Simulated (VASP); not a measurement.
Wanted: the native input for a VASP 6.6.1 run.

| Quantity | Value |
| --- | --- |
| Task | single point |
| Functional | PBE |
| Potentials or basis | VASP PAW PBE potentials, release 64 (Co) |
| Cutoff | 520 eV |
| k mesh | 11 × 11 × 11 |
| Occupations | fermi-dirac, width 0.05 eV |
| Spin | collinear spin, ferromagnetic start |
| Starting moments | [3.0] μB |
| Fixed moment | 3 μB |
| Dipole correction | no |
| Further INCAR settings | ALGO = Normal; EDIFF = 1e-06; NBANDS = 14 |

The structure of Co lies in POSCAR:

```
Co
1.0
   -1.4145745000      1.3929095500      1.3921574700
    1.4429802800     -1.3751271500      1.4027808400
    1.4112696000      1.3718222500     -1.3743750600
Co
1
Direct
    0.0000000000      0.0000000000      0.0000000000
```

These files were run (other wordings do the same):

INCAR

```
SYSTEM = Co
PREC = Accurate
ENCUT = 520
EDIFF = 1E-6
ISMEAR = -1
SIGMA = 0.05
LREAL = .False.
LASPH = .True.
NELM = 150
ALGO = Normal
ISIF = 2
LWAVE = .False.
LCHARG = .False.
ISPIN = 2
MAGMOM = 3
LORBIT = 11
NUPDOWN = 3.0
LMAXMIX = 4
GGA = PE
NBANDS = 14
```

KPOINTS

```
Automatic mesh
0
Gamma
  11 11 11
  0 0 0
```

Potentials or basis: VASP PAW PBE potentials, release 64 (Co).

Run with:

```console
$ cat potpaw_PBE.64/Co/POTCAR > POTCAR
$ mpirun -np 1 vasp_std > vasp.out
```

It gave:

The pressure is 36.2 GPa and the net moment is 3.00 μB per cell. The site moments are Co +2.87 μB and the valence electrons inside the program's atomic spheres are Co 8.18.

Caveat: the cell stands under pressure; the total moment is fixed, so each spin has its own Fermi level.

It took 3 min on 1 thread of Intel Xeon 8259CL, with other jobs on the host, peak memory 0.27 GiB.
